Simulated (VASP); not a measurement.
Si, 1 atom in the cell. It takes space group P6/mmm (No. 191, hexagonal). Conventional cell: a = 2.621 Å, b = 2.621 Å, c = 2.744 Å, α = 90.00°, β = 90.00°, γ = 120.00°. Si (site symmetry 6/mmm) has 8 Si at 2.62 to 2.74 Å within 3.5 Å.  This cell differs from its parent crystal: strain +0.1125 x Voigt [0, 0, 1, 0, 0, 0].

| Quantity | Value |
| --- | --- |
| Program | VASP 6.6.1 |
| Task | single point |
| Functional | PBEsol |
| Potentials or basis | VASP PAW PBE potentials, release 64 (Si) |
| Cutoff | 520 eV |
| k mesh | 21 × 21 × 20 |
| Occupations | gaussian, width 0.15 eV |
| Spin | no spin polarisation |
| Dipole correction | no |
| Further INCAR settings | ALGO = Normal; EDIFF = 1e-07; NBANDS = 8 |

Potentials or basis: VASP PAW PBE potentials, release 64 (Si).

Run with:

```console
$ cat potpaw_PBE.64/Si/POTCAR > POTCAR
$ mpirun -np 1 vasp_std > vasp.out
```

Hardware: 1 thread of AMD EPYC 7R13 (shared host).

Q: Estimate the wall time of this run.

A: Run time: 72 s on 1 thread of AMD EPYC 7R13, on a shared host, peak memory 0.14 GiB. Counts: scf iterations 11, k points 528.
